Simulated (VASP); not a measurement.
# SbO4 (I4/mmm) in VASP: a series of runs, part 2 of 2

VASP 6.6.1. Earlier steps stand in the parts before.

### 4 Relaxation of cell and atoms, PBE

Input file INCAR:

```
ALGO     = Normal         # electronic algorithm
EDIFF    = 1E-6           # SCF threshold, eV
EDIFFG   = -0.04          # ionic threshold
ENCUT    = 600            # plane-wave cutoff, eV
GGA      = PE             # functional
IBRION   = 2              # ionic algorithm
ISIF     = 3              # what is computed and relaxed
ISMEAR   = 0              # smearing method
LASPH    = True           # aspherical terms in the spheres
LCHARG   = False          # write CHGCAR
LREAL    = False          # projectors in reciprocal space
LWAVE    = False          # write WAVECAR
NELM     = 100            # most SCF steps
NSW      = 90             # ionic steps
PREC     = Accurate       # precision mode
SIGMA    = 0.1            # smearing width, eV
```

Input file KPOINTS:

```
k-points
0
Gamma
  6 6 6
```

Input file POSCAR:

```
SbO4
1.0
   -1.9627304900      1.9627304900      3.7390589800
    1.9627304900     -1.9627304900      3.7390589800
    1.9627304900      1.9627304900     -3.7390589800
Sb O
1 4
Direct
    0.0000000000      0.0000000000      0.0000000000
    0.7556089200      0.7556089200      0.0000000000
    0.5000000000      0.0000000000      0.5000000000
    0.0000000000      0.5000000000      0.5000000000
    0.2443910800      0.2443910800      0.0000000000
```

Launch:

```bash
$ cat potpaw_PBE.64/Sb/POTCAR potpaw_PBE.64/O/POTCAR > POTCAR
$ mpirun -np 1 vasp_std > vasp.out
```

It took 14 min on 1 thread of Oxide Virtual Turin-like, shared host; peak memory 0.22 GiB.

The run converged. Its results:

* Free energy: -23.5823 eV
* Relaxed volume: 13.67 Å³/atom
* Relaxed cell: a = 5.220 Å, b = 5.220 Å, c = 5.220 Å, α = 135.74°, β = 135.74°, γ = 64.39°
* Space group after relaxing (to 0.1 Å): I4/mmm (No. 139)
* Energy gained by relaxing: 141.8 meV/atom
* Ionic steps: 19
* Pressure after relaxing: -0.1 GPa
* Largest force after relaxing: 0.025 eV/Å
* Band gap on the k mesh: zero (an odd number of electrons rules out a gap without spin polarisation)

Forces in eV/Å, atoms in the order of the input:
```
Sb   0.000  0.000  0.000
O    0.000  0.000  0.025
O    0.000  0.000  0.000
O    0.000  0.000  0.000
O    0.000  0.000 -0.025
```

Step by step:
| step | energy change (eV) | largest force (eV/Å) | pressure (GPa) | volume (Å³) |
| --- | --- | --- | --- | --- |
| 1 | 0.0000 | 3.6647 | 21.91 | 57.62 |
| 2 | 0.5967 | 2.2679 | -17.02 | 71.54 |
| 3 | -0.5535 | 0.5226 | -1.97 | 62.32 |
| 4 | -0.5617 | 0.3176 | -0.60 | 61.89 |
| 5 | -0.5632 | 0.1841 | 0.29 | 61.63 |
| 6 | -0.5630 | 0.2275 | 0.01 | 61.72 |
| 7 | -0.5681 | 0.2427 | 0.01 | 61.88 |
| 8 | -0.5845 | 0.2808 | 0.08 | 62.39 |
| 9 | -0.6211 | 0.3099 | 0.32 | 63.37 |
| 10 | -0.6835 | 0.1822 | 1.37 | 65.25 |
| 11 | -0.5482 | 0.4164 | 5.29 | 68.70 |
| 12 | -0.6922 | 0.0739 | 2.73 | 65.85 |
| 13 | -0.6964 | 0.0247 | 2.22 | 66.22 |
| 14 | -0.7024 | 0.1113 | 0.77 | 67.33 |
| 15 | -0.7025 | 0.1306 | 0.52 | 67.51 |
| 16 | -0.7043 | 0.1167 | 0.41 | 67.63 |
| 17 | -0.7081 | 0.0730 | 0.11 | 67.99 |
| 18 | -0.7077 | 0.0312 | -0.38 | 68.72 |
| 19 | -0.7092 | 0.0246 | -0.13 | 68.33 |

Final structure:
```cif
data_structure
_symmetry_space_group_name_H-M 'P 1'
_symmetry_Int_Tables_number 1
_cell_length_a 5.2199
_cell_length_b 5.2199
_cell_length_c 5.2199
_cell_angle_alpha 135.735
_cell_angle_beta 135.735
_cell_angle_gamma 64.390
_cell_volume 68.33
loop_
_atom_site_label
_atom_site_type_symbol
_atom_site_fract_x
_atom_site_fract_y
_atom_site_fract_z
_atom_site_occupancy
Sb1 Sb 0.00000 0.00000 0.00000 1
O1 O 0.77568 0.77568 0.00000 1
O2 O 0.50000 0.00000 0.50000 1
O3 O 0.00000 0.50000 0.50000 1
O4 O 0.22432 0.22432 0.00000 1
```

Levels at points of the mesh, in eV from the Fermi level:
```
           k point  band 12  band 13  band 14  band 15  band 16  band 17
(0.00, 0.00, 0.00)    -0.73    -0.73    -0.19     0.15     0.15     2.82
(0.50, 0.00, 0.00)    -0.77    -0.56    -0.56    -0.31     0.09     5.76
(0.50, 0.50, 0.00)    -0.69     0.03     0.04     0.39     0.53     7.87
(0.50, 0.50, 0.50)    -0.73    -0.61    -0.61     0.06     0.06     3.02
```

Caveat: the volume moved by over 15 % at a fixed basis, so the end points are rough; spin-orbit coupling is left out, which moves the levels of the heavy elements; an odd number of electrons without spin polarisation forces a metal; a magnetic or distorted state may lie lower.

### 5 Single point, PBE

This run uses another cell than the first one, of 13.96 Å³/atom.

Input file INCAR:

```
PREC = Accurate ; ENCUT = 520
EDIFF = 1E-6 ; ISMEAR = 0
SIGMA = 0.1 ; LREAL = F
LASPH = T ; NELM = 100
ALGO = Fast ; ISIF = 2
LWAVE = F ; LCHARG = F
GGA = PE ; NBANDS = 22
```

Input file KPOINTS:

```
Automatic mesh
0
Gamma
  14 14 14
```

Input file POSCAR:

```
SbO4
1.0
   -1.9679578153      1.9679578153      4.5050099330
    1.9679578153     -1.9679578153      4.5050099330
    1.9679578153      1.9679578153     -4.5050099330
Sb O
1 4
Direct
    0.0000000000      0.0000000000      0.0000000000
    0.7804627572      0.7804627572      0.0000000000
    0.5000000000      0.0000000000      0.5000000000
    0.0000000000      0.5000000000      0.5000000000
    0.2195372428      0.2195372428      0.0000000000
```

Launch:

```bash
$ cat potpaw_PBE.64/Sb/POTCAR potpaw_PBE.64/O/POTCAR > POTCAR
$ mpirun -np 1 vasp_std > vasp.out
```

Run time: 8.9 min. Hardware: 1 thread of Oxide Virtual Turin-like, shared host; peak memory 0.44 GiB.

Results (log left out):

- Free energy: -23.6054 eV
- Pressure: 0.1 GPa
- Largest force: 0.047 eV/Å
- Band gap on the k mesh: zero (an odd number of electrons rules out a gap without spin polarisation)

Forces on the atoms (eV/Å):
```
Sb   0.000  0.000  0.000
O    0.000  0.000 -0.047
O    0.000  0.000  0.000
O    0.000  0.000  0.000
O    0.000  0.000  0.047
```

Stress tensor (GPa, compression positive):
```
0.00 0.00 0.00
0.00 0.00 0.00
0.00 0.00 0.21
```

Levels at points of the mesh, in eV from the Fermi level:
```csv
k point,band 13,band 14,band 15,band 16,band 17,band 18
"(0.00, 0.00, 0.00)",-0.68,-0.23,0.14,0.14,2.86,10.09
"(0.50, 0.00, 0.00)",-0.55,-0.52,-0.32,0.13,5.79,9.35
"(0.50, 0.50, 0.00)",-0.01,0.03,0.43,0.56,7.92,8.06
"(0.50, 0.50, 0.50)",-0.59,-0.59,0.05,0.05,3.07,10.30
```

Caveat: spin-orbit coupling is left out, which moves the levels of the heavy elements; an odd number of electrons without spin polarisation forces a metal; a magnetic or distorted state may lie lower.

### 6 Overview

```csv
task,cell,k mesh,cutoff (eV),gap on the mesh (eV),pressure (GPa),largest force (eV/Å)
single point,"a = 4.657 Å, angles 130.1, 130.1, 73.2°, 5 atoms, atomic positions A",6 × 6 × 6,520,none,22.1,3.67
single point,"a = 5.276 Å, angles 136.2, 136.2, 63.7°, 5 atoms, atomic positions B",6 × 6 × 6,520,none,0.2,0.05
relaxation of cell and atoms,"relaxed from a = 4.657 Å, angles 130.1, 130.1, 73.2°, 5 atoms, atomic positions A",6 × 6 × 6,600,none,-0.1,0.02
single point,"a = 5.295 Å, angles 136.4, 136.4, 63.4°, 5 atoms, atomic positions C",14 × 14 × 14,520,none,0.1,0.05
```

Alike in all rows: level PBE; potentials or basis VASP PAW PBE potentials, release 64 (Sb, O); no spin polarisation; smearing gaussian 0.1 eV.

Caveats: spin-orbit coupling is left out, which moves the levels of the heavy elements; an odd number of electrons without spin polarisation forces a metal; a magnetic or distorted state may lie lower; the stress differs along the axes, from 12 to 43 GPa (at least some runs); the volume moved by over 15 % at a fixed basis, so the end points are rough (at least some runs).

Total energies depend on the potentials used, so only differences within one code and one set of settings carry meaning.
